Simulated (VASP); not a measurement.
# C (P-1) in VASP: notebook

The runs below take C through single point, with r2SCAN.

All numbers are computed with VASP 6.6.1; they aren't measurements. Logs are shortened: lines on timing, memory, paths and dates and some standing lists are left out, and cuts for length are marked.

### Step 1. The cell of the first run

The typed cell holds 12 atoms: a = 2.522 Å, b = 2.522 Å, c = 12.379 Å, α = 88.25°, β = 86.50°, γ = 60.00°.

### Step 2. Single point, r2SCAN

The input, POSCAR:

```
C
1.0
    1.7834000000     -1.7834000000      0.0000000000
    1.7834000000      0.0000000000     -1.7834000000
    7.6686200000      6.5985800000      7.1336000000
C
12
Direct
    0.5854066667      0.6666666667      0.2708666667
   -0.0312600000      0.0000000000      0.1042000000
    0.2020733333      0.3333333333      0.4375333333
    0.4354066667      0.6666666667      0.7708666667
    0.8187400000      1.0000000000      0.6042000000
    0.0520733333      0.3333333333      0.9375333333
    0.5479066667      0.6666666667      0.3958666667
    0.9312400000      1.0000000000      0.2292000000
    0.1645733333      0.3333333333      0.5625333333
    0.3979066667      0.6666666667      0.8958666667
   -0.2187600000      0.0000000000      0.7292000000
    0.3145733333      0.3333333333      0.0625333333
```

The input, INCAR.step1:

```
PREC = Accurate ; ENCUT = 520
ISMEAR = 0 ; SIGMA = 0.05
LREAL = False ; LASPH = True
NELM = 80 ; NBANDS = 36
GGA = PE ; ALGO = Normal
EDIFF = 1E-4 ; LWAVE = True
LCHARG = False
```

The input, INCAR.step2:

```
PREC = Accurate ; ENCUT = 520
EDIFF = 1E-6 ; ISMEAR = 0
SIGMA = 0.05 ; LREAL = False
LASPH = True ; NELM = 80
ALGO = Normal ; ISIF = 2
LWAVE = False ; LCHARG = False
METAGGA = R2SCAN ; LMIXTAU = True
NBANDS = 36 ; ISTART = 1
```

The input, KPOINTS:

```
Automatic mesh
0
Gamma
  10 10 2
```

Potentials or basis: VASP PAW PBE potentials, release 64 (C).

On the command line:

```bash
$ cat potpaw_PBE.64/C/POTCAR > POTCAR
$ cp INCAR.step1 INCAR
$ mpirun -np 1 vasp_std > vasp.out
$ cp INCAR.step2 INCAR
$ mpirun -np 1 vasp_std > vasp.out
```

OUTCAR:

```text
PREC = Accurate
   ENCUT = 520
   EDIFF = 1E-6
   ISMEAR = 0
   LREAL = False
   LASPH = True
   NELM = 80
   ISIF = 2
   METAGGA = R2SCAN
   ISTART = 1

 ion  position               nearest neighbor table
   1  0.585  0.667  0.271-   8 1.54   7 1.54   8 1.54   8 1.54
   2  0.969  0.000  0.104-  12 1.54   8 1.54  12 1.54  12 1.54
   3  0.202  0.333  0.438-   7 1.54   7 1.54   9 1.54   7 1.54
   4  0.435  0.667  0.771-  11 1.54  10 1.54  11 1.54  11 1.54
   5  0.819  0.000  0.604-   9 1.54  11 1.54   9 1.54   9 1.54
   6  0.052  0.333  0.938-  10 1.54  10 1.54  10 1.54  12 1.72
   7  0.548  0.667  0.396-   3 1.54   3 1.54   1 1.54   3 1.54
   8  0.931  0.000  0.229-   1 1.54   2 1.54   1 1.54   1 1.54
   9  0.165  0.333  0.563-   5 1.54   3 1.54   5 1.54   5 1.54
  10  0.398  0.667  0.896-   6 1.54   6 1.54   4 1.54   6 1.54
  11  0.781  0.000  0.729-   4 1.54   5 1.54   4 1.54   4 1.54
  12  0.315  0.333  0.063-   2 1.54   2 1.54   2 1.54   6 1.72

  LATTYP: Found a base centered monoclinic cell.
 ALAT       =     2.5221084671
 B/A-ratio  =     1.7320508076
 C/A-ratio  =     4.9081564767
 COS(beta)  =    -0.0611227457

  Lattice vectors:

 A1 = (   0.0000000000,   1.7834000000,  -1.7834000000)
 A2 = (  -1.7834000000,   0.0000000000,   1.7834000000)
 A3 = (   7.6686200000,   6.5985800000,   7.1336000000)

Analysis of symmetry for initial positions (statically):
=====================================================================
 Subroutine PRICEL returns:
 Original cell was already a primitive cell.

 Routine SETGRP: Setting up the symmetry group for a
 base centered monoclinic supercell.

 Subroutine GETGRP returns: Found  2 space group operations
 (whereof  1 operations were pure point group operations)
 out of a pool of  4 trial point group operations.

The static configuration has the point symmetry C_1 .
 The point group associated with its full space group is S_2 .

Analysis of symmetry for dynamics (positions and initial velocities):
=====================================================================
 Subroutine PRICEL returns:
 Original cell was already a primitive cell.

 Routine SETGRP: Setting up the symmetry group for a
 base centered monoclinic supercell.

 Subroutine GETGRP returns: Found  2 space group operations
 (whereof  1 operations were pure point group operations)
 out of a pool of  4 trial point group operations.

The dynamic configuration has the point symmetry C_1 .
 The point group associated with its full space group is S_2 .

 Subroutine INISYM returns: Found  2 space group operations
 (whereof  1 operations are pure point group operations),
 and found     1 'primitive' translations

----------------------------------------------------------------------------------------

                                     Primitive cell

  volume of cell :      68.0656

  direct lattice vectors                    reciprocal lattice vectors
     1.783400000 -1.783400000  0.000000000     0.172890733 -0.387835969  0.172890733
     1.783400000  0.000000000 -1.783400000     0.186908901  0.186908901 -0.373817801
     7.668620000  6.598580000  7.133600000     0.046727225  0.046727225  0.046727225

  length of vectors
     2.522108467  2.522108467 12.378903008     0.458474808  0.457831435  0.080933928

  position of ions in fractional coordinates (direct lattice)
     0.585406667  0.666666667  0.270866667
     0.968740000  0.000000000  0.104200000
     0.202073333  0.333333333  0.437533333
     0.435406667  0.666666667  0.770866667
     0.818740000  0.000000000  0.604200000
     0.052073333  0.333333333  0.937533333
     0.547906667  0.666666667  0.395866667
     0.931240000  0.000000000  0.229200000
     0.164573333  0.333333333  0.562533333
     0.397906667  0.666666667  0.895866667
     0.781240000  0.000000000  0.729200000
     0.314573333  0.333333333  0.062533333

  ion indices of the primitive-cell ions
   primitive index   ion index
                 1           1
                 2           2
                 3           3
                 4           4
                 5           5
                 6           6
                 7           7
                 8           8
                 9           9
                10          10
                11          11
                12          12

----------------------------------------------------------------------------------------

 KPOINTS: Automatic mesh

Automatic generation of k-mesh.
 Grid dimensions read from file:
 generate k-points for:   10   10    2

 Generating k-lattice:

  Cartesian coordinates                     Fractional coordinates (reciprocal lattice)
     0.017289073 -0.038783597  0.017289073     0.100000000  0.000000000  0.000000000
     0.018690890  0.018690890 -0.037381780     0.000000000  0.100000000  0.000000000
     0.023363613  0.023363613  0.023363613     0.000000000  0.000000000  0.500000000

  Length of vectors
     0.045847481  0.045783143  0.040466964

  Shift w.r.t. Gamma in fractional coordinates (k-lattice)
     0.000000000  0.000000000  0.000000000

 Subroutine IBZKPT returns following result:
 ===========================================

 Found    104 irreducible k-points:

 Following reciprocal coordinates:
            Coordinates               Weight
  0.000000  0.000000  0.000000      1.000000
  0.100000  0.000000  0.000000      2.000000
 -0.100000 -0.100000  0.000000      2.000000
  0.200000  0.000000  0.000000      2.000000
 -0.200000 -0.200000  0.000000      2.000000
  0.300000  0.000000 -0.000000      2.000000
[... 16 lines left out ...]
  0.300000  0.400000 -0.000000      2.000000
 -0.200000  0.100000  0.000000      2.000000
 [... further k-points ...]
   k-points           NKPTS =    104   k-points in BZ     NKDIM =    104   number of bands    NBANDS=     36
   number of dos      NEDOS =    301   number of ions     NIONS =     12
   total plane-waves  NPLWV =  38400
   dimension x,y,z NGX =    20 NGY =   20 NGZ =   96
   dimension x,y,z NGXF=    40 NGYF=   40 NGZF=  192
   ions per type =              12
   NGX,Y,Z   is equivalent  to a cutoff of  13.18, 13.18, 12.89 a.u.
   NGXF,Y,Z  is equivalent  to a cutoff of  26.37, 26.37, 25.79 a.u.
 SYSTEM =  unknown system
   PREC   = accura    normal or accurate (medium, high low for compatibility)
   ISTART =      1    job   : 0-new  1-cont  2-samecut
   ICHARG =      0    charge: 1-file 2-atom 10-const
   ISPIN  =      1    spin polarized calculation?
   LNONCOLLINEAR =      F non collinear calculations
   LSORBIT =      F    spin-orbit coupling
   LASPH  =      T    aspherical Exc in radial PAW
   ENCUT  =  520.0 eV  38.22 Ry    6.18 a.u.   4.69  4.69 23.02*2*pi/ulx,y,z
   NELM   =     80;   NELMIN=  2; NELMDL=  0     # of ELM steps
   EDIFF  = 0.1E-05   stopping-criterion for ELM
   LREAL  =      F    real-space projection
   EDIFFG = 0.1E-04   stopping-criterion for IOM
   NSW    =      0    number of steps for IOM
   IBRION =     -1    ionic relax: 0-MD 1-quasi-New 2-CG
   NFREE  =      0    steps in history (QN), initial steepest desc. (CG)
   ISIF   =      2    stress and relaxation
   ISYM   =      2    0-nonsym 1-usesym 2-fastsym
   POTIM  = 0.5000    time-step for ionic-motion
   TEBEG  =    0.0;   TEEND  =   0.0 temperature during run
   PSTRESS=    0.0 pullay stress
   NELECT =      48.0000    total number of electrons
   NUPDOWN=      -1.0000    fix difference up-down
   EMIN   =  10.00;   EMAX   =-10.00  energy-range for DOS
   EFERMI =   0.00;   METHOD = LEGACY
   ISMEAR =     0;   SIGMA  =   0.05  broadening in eV -4-tet -1-fermi 0-gaus
   EFERMI_NEDOS =   21; number of points for ismear=-14 and -15
   IALGO  =     38    algorithm
   IMIX   =      4    mixing-type and parameters
     AMIX     =   0.40;   BMIX     =  1.00
     AMIX_MAG =   1.60;   BMIX_MAG =  1.00
  volume/ion in A,a.u.               =       5.67        38.28
  Fermi-wavevector in a.u.,A,eV,Ry     =   1.457178  2.753668 28.890189  2.123369
  Thomas-Fermi vector in A             =   2.574010
   LORBIT       =      0    0 simple, 1 ext, 2 COOP (PROOUT), +10 PAW based schemes
   METAGGA = R2SCAN    functional components
   LHFCALC =     F    Hartree Fock is set to
   AEXX    =    0.0000 exact exchange contribution
   IVDW    =     0    specifies the selected vdW correction
   LEPSILON=     F    determine dielectric tensor
   LRPA    =     F    only Hartree local field effects (RPA)
 non-spin polarized calculation
 Gauss-broadening in eV      SIGMA  =   0.05
  energy-cutoff  :      520.00
  volume of cell :       68.07
 maximum number of plane-waves:      1849
   NGX =  9   NGY =  9   NGZ = 45

 number of electron      47.9999995 magnetization

 Free energy of the ion-electron system (eV)
  ---------------------------------------------------
  ext. energy  EPLUGINS =         0.00000000
  ---------------------------------------------------
  free energy    TOTEN  =      -115.63426585 eV

  energy without entropy =     -115.63426585  energy(sigma->0) =     -115.63426585

 E-fermi :  10.6033     XC(G=0): -14.2770

 val. band max:       10.3103178959   @ k =   0.0000   0.0000   0.0000
 cond. band min:      11.4323601480   @ k =   0.5000   0.0000  -0.0000
 fundamental gap:      1.1220422521
 Fermi energy:        10.6033026810

 k-point     1 :       0.0000    0.0000    0.0000
  band No.  band energies     occupation
      1     -12.9629      2.00000
      2     -12.1594      2.00000
      3     -12.1589      2.00000
      4      -9.8502      2.00000
      5      -9.7756      2.00000
      6      -7.0382      2.00000
[... 28 lines left out ...]
     35      18.2953      0.00000
     36      18.3136      0.00000

 k-point     2 :       0.1000    0.0000    0.0000
  band No.  band energies     occupation
      1     -12.7050      2.00000
      2     -11.9512      2.00000
      3     -11.8552      2.00000
      4      -9.6629      2.00000
      5      -9.4661      2.00000
      6      -6.8142      2.00000
[... 28 lines left out ...]
     35      18.6731      0.00000
     36      18.7660      0.00000
[... 817 lines left out ...]
     35      20.0283      0.00000
     36      20.1760      0.00000

 k-point    24 :      -0.2000    0.1000    0.0000
  band No.  band energies     occupation
      1     -11.1766      2.00000
      2     -10.4837      2.00000
      3     -10.2922      2.00000
      4      -8.2872      2.00000
      5      -7.9152      2.00000
      6      -5.4765      2.00000
[... 28 lines left out ...]
     35      19.9468      0.00000
     36      20.6633      0.00000

 [... further k-points ...]
[... 5 lines left out ...]
  --------------------------------------------------------------------------------------
  -------------------------------------------------------------------------------------
  Total      -10.1988508      7.0098747      3.0357643      2.0428568      6.5501118     -3.1671127
  in kB     -240.0680074    165.0035571     71.4580397     48.0862574    154.1813209    -74.5498152
  external PRESSURE =      -1.2021369 kB  Pullay stress =       0.0000000 kB

 VOLUME and BASIS-vectors are now :
 -----------------------------------------------------------------------------
  energy-cutoff  :      520.00
  volume of cell :       68.07
      direct lattice vectors                 reciprocal lattice vectors
     1.783400000 -1.783400000  0.000000000     0.172890733 -0.387835969  0.172890733
     1.783400000  0.000000000 -1.783400000     0.186908901  0.186908901 -0.373817801
     7.668620000  6.598580000  7.133600000     0.046727225  0.046727225  0.046727225

 POSITION                                       TOTAL-FORCE (eV/Angst)
 -----------------------------------------------------------------------------------
      4.31012      0.74332      0.74332         0.007931     -0.019734      0.001812
      2.52672     -1.04008      0.74332         0.076387     -0.010917      0.611326
      4.31012      2.52672      2.52672         0.005035     -0.007820     -0.002228
      7.87692      4.31012      4.31012         0.289718     -0.451831     -0.234778
      6.09352      2.52672      4.31012         0.037296     -0.045614     -0.013470
      7.87692      6.09352      6.09352         2.829698     -4.166956     -0.633872
      5.20182      1.63502      1.63502        -0.037296      0.045614      0.013470
      3.41842     -0.14838      1.63502        -0.289718      0.451831      0.234778
      5.20182      3.41842      3.41842        -0.005035      0.007820      0.002228
      8.76862      5.20182      5.20182        -0.076387      0.010917     -0.611326
      6.98522      3.41842      5.20182        -0.007931      0.019734     -0.001812
      1.63502     -0.14838     -0.14838        -2.829698      4.166956      0.633872
 -----------------------------------------------------------------------------------
    total drift:                               -0.000000      0.000010     -0.000005

  FREE ENERGIE OF THE ION-ELECTRON SYSTEM (eV)
  ---------------------------------------------------
  free  energy   TOTEN  =      -115.6342658510 eV

  energy  without entropy=     -115.6342658510  energy(sigma->0) =     -115.63426585
```

It took 12 min on 1 thread of Intel Xeon Platinum 8259CL at 2.50GHz (Skylake/Cascade Lake), shared host; peak memory 0.29 GiB.

What came out:

```
Free energy            : -115.6343 eV
Pressure               : -0.1 GPa
Largest force          : 5.077 eV/Å
Band gap on the k mesh : 1.12 eV, indirect (least direct gap 2.90 eV)
```

Forces on the atoms (eV/Å):
```
C    0.008 -0.020  0.002
C    0.076 -0.011  0.611
C    0.005 -0.008 -0.002
C    0.290 -0.452 -0.235
C    0.037 -0.046 -0.013
C    2.830 -4.167 -0.634
C   -0.037  0.046  0.013
C   -0.290  0.452  0.235
C   -0.005  0.008  0.002
C   -0.076  0.011 -0.611
C   -0.008  0.020 -0.002
C   -2.830  4.167  0.634
```

Levels at points of the mesh, in eV from the valence-band top:
```
           k point  band 20  band 21  band 22  band 23  band 24  band 25  band 26  band 27  band 28  band 29
(0.00, 0.00, 0.00)    -1.58    -1.32    -0.88    -0.71     0.00     4.84     5.42     5.55     5.68     6.37
(0.50, 0.00, 0.00)    -5.29    -4.74    -4.70    -3.75    -1.78     1.12     4.50     4.86     5.05     6.25
(0.50, 0.50, 0.00)    -5.44    -4.74    -4.70    -3.85    -3.47     4.12     4.49     4.97     5.08     5.31
(0.00, 0.50, 0.00)    -5.82    -5.03    -4.46    -3.88    -2.87     3.96     4.59     4.87     5.54     5.55
(0.00, 0.00, 0.50)    -1.73    -1.26    -0.86    -0.81    -0.77     5.19     5.28     5.66     6.08     6.15
(0.50, 0.00, 0.50)    -5.63    -4.36    -4.12    -3.88    -1.93     1.24     4.52     4.66     5.53     5.69
(0.50, 0.50, 0.50)    -5.63    -4.71    -4.38    -3.87    -3.86     4.25     4.55     4.58     5.76     5.78
(0.00, 0.50, 0.50)    -5.29    -4.73    -4.24    -3.79    -3.19     4.33     4.51     4.79     5.68     5.74
```

Caveat: the PAW data sets were made with another functional, which shifts forces and pressure a little.

### Step 3. Single point, r2SCAN

The input, POSCAR:

```
C
1.0
    1.7834000000     -1.7834000000      0.0000000000
    1.7834000000      0.0000000000     -1.7834000000
    7.8469600000      6.4202400000      7.1336000000
C
12
Direct
    0.5583200000      0.6666666667      0.2708666667
   -0.0416800000      0.0000000000      0.1042000000
    0.1583200000      0.3333333333      0.4375333333
    0.3583200000      0.6666666667      0.7708666667
    0.7583200000      1.0000000000      0.6042000000
   -0.0416800000      0.3333333333      0.9375333333
    0.5083200000      0.6666666667      0.3958666667
    0.9083200000      1.0000000000      0.2292000000
    0.1083200000      0.3333333333      0.5625333333
    0.3083200000      0.6666666667      0.8958666667
   -0.2916800000      0.0000000000      0.7292000000
    0.3083200000      0.3333333333      0.0625333333
```

The input, INCAR.step1:

```
SYSTEM = C
PREC = Accurate
ENCUT = 520
ISMEAR = 0
SIGMA = 0.05
LREAL = .False.
LASPH = .True.
NELM = 60
NBANDS = 36
GGA = PE
ALGO = Normal
EDIFF = 1E-4
LWAVE = .True.
LCHARG = .False.
```

The input, INCAR.step2:

```
SYSTEM = C
PREC = Accurate
ENCUT = 520
EDIFF = 1E-7
ISMEAR = 0
SIGMA = 0.05
LREAL = .False.
LASPH = .True.
NELM = 60
ALGO = Normal
ISIF = 2
LWAVE = .False.
LCHARG = .False.
METAGGA = R2SCAN
LMIXTAU = .True.
NBANDS = 36
ISTART = 1
```

The input, KPOINTS:

```
regular mesh
0
Gamma
  10 10 2
  0 0 0
```

Potentials or basis: VASP PAW PBE potentials, release 64 (C).

On the command line:

```bash
$ cat potpaw_PBE.64/C/POTCAR > POTCAR
$ cp INCAR.step1 INCAR
$ mpirun -np 1 vasp_std > vasp.out
$ cp INCAR.step2 INCAR
$ mpirun -np 1 vasp_std > vasp.out
```

Run time: 22 min. Hardware: 1 thread of Oxide Virtual Turin-like, shared host; peak memory 0.26 GiB.

Results (log left out):

| Item | Value |
| --- | --- |
| Free energy | -114.2815 eV |
| Pressure | 1.2 GPa |
| Largest force | 4.903 eV/Å |
| Band gap on the k mesh | zero (band 24 reaches 10.38 eV, above the bottom of band 25 at 9.82 eV) |

Forces in eV/Å, atoms in the order of the input:
```
C   -0.048 -0.059 -0.031
C   -0.041 -0.083  0.913
C   -0.036 -0.038 -0.034
C    0.137 -0.430 -0.498
C   -0.011 -0.071 -0.053
C    1.464 -4.423 -1.526
C    0.011  0.071  0.053
C   -0.137  0.430  0.498
C    0.036  0.038  0.034
C    0.041  0.083 -0.913
C    0.048  0.059  0.031
C   -1.464  4.423  1.526
```

Stress tensor (GPa, compression positive):
```
-21.59   6.56  -1.21
  6.56  11.70  17.79
 -1.21  17.79  13.51
```

Levels at points of the mesh, in eV from the Fermi level:
| k point | band 22 | band 23 | band 24 | band 25 | band 26 | band 27 |
| --- | --- | --- | --- | --- | --- | --- |
| (0.00, 0.00, 0.00) | -0.74 | -0.57 | 0.25 | 4.95 | 5.66 | 5.83 |
| (0.50, 0.00, 0.00) | -4.46 | -3.63 | -0.40 | -0.31 | 4.71 | 5.00 |
| (0.50, 0.50, 0.00) | -4.07 | -3.69 | -2.91 | 2.67 | 4.71 | 4.95 |
| (0.00, 0.50, 0.00) | -3.98 | -3.73 | -2.57 | 3.39 | 4.77 | 5.01 |
| (0.00, 0.00, 0.50) | -0.68 | -0.66 | -0.50 | 5.35 | 5.42 | 5.79 |
| (0.50, 0.00, 0.50) | -3.92 | -3.69 | -0.49 | -0.22 | 4.78 | 4.79 |
| (0.50, 0.50, 0.50) | -4.29 | -3.69 | -3.08 | 2.73 | 4.73 | 4.85 |
| (0.00, 0.50, 0.50) | -4.08 | -3.50 | -2.87 | 3.54 | 4.63 | 5.06 |

Caveat: the PAW data sets were made with another functional, which shifts forces and pressure a little.
